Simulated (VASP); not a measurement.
Wanted: the native input for a VASP 6.6.1 run.

```yaml
Task: relaxation of cell and atoms
Functional: PBE
Potentials_or_basis: VASP PAW PBE potentials, release 64 (Sn_d, Ge_d, Te)
Cutoff: 600 eV
k_mesh: 6 × 6 × 8
Occupations: gaussian, width 0.1 eV
Spin: no spin polarisation
Dipole_correction: no
Further_INCAR_settings: ALGO = Normal; EDIFF = 1e-06; IBRION = 2; EDIFFG = -0.01; NSW = 100; ISIF = 3
```

The structure of SnGeTe3 lies in POSCAR:

```
SnGeTe3
1.0
    6.4853678589      0.0000000000      0.0000000000
   -3.2426839294      5.6164933187      0.0000000000
    0.0000000000      0.0000000000      5.5259064326
Sn Ge Te
1 1 3
Direct
    0.0000000000      0.0000000000      0.0000000000
    0.0000000000      0.0000000000      0.5000000000
    0.5000000000      0.0000000000      0.0000000000
    0.0000000000      0.5000000000      0.0000000000
    0.5000000000      0.5000000000      0.0000000000
```

The cell was generated, and may not be a known phase.

The input as run:

INCAR

```
SYSTEM = SnGeTe3
PREC = Accurate ; ENCUT = 600
EDIFF = 1E-6 ; ISMEAR = 0
SIGMA = 0.1 ; LREAL = .FALSE.
LASPH = .TRUE. ; NELM = 80
ALGO = Normal ; ISIF = 3
LWAVE = .FALSE. ; LCHARG = .FALSE.
GGA = PE ; IBRION = 2
NSW = 100 ; EDIFFG = -0.01
```

KPOINTS

```
regular mesh
0
G
  6 6 8
  0 0 0
```

Potentials or basis: VASP PAW PBE potentials, release 64 (Sn_d, Ge_d, Te).

The run is started by

```console
$ cat potpaw_PBE.64/Sn_d/POTCAR potpaw_PBE.64/Ge_d/POTCAR potpaw_PBE.64/Te/POTCAR > POTCAR
$ mpirun -np 1 vasp_std > vasp.out
```

It gave:

```
Relaxed volume                        : 39.16 Å³/atom
Relaxed cell                          : a = 6.431 Å, b = 6.431 Å, c = 5.467 Å, α = 90.00°, β = 90.00°, γ = 120.00°
Space group after relaxing (to 0.1 Å) : P6/mmm (No. 191)
Energy gained by relaxing             : 2.8 meV/atom
Ionic steps                           : 5
Pressure after relaxing               : 0.0 GPa
Band gap on the k mesh                : zero (bands 23 and 24 overlap by 0.94 eV)
```

Caveat: spin-orbit coupling is left out, which moves the levels of the heavy elements.

Run time: 7.1 min on 1 thread of Intel(R) Xeon(R) 6975P-C (Granite Rapids) (shared host), peak memory 0.56 GiB.
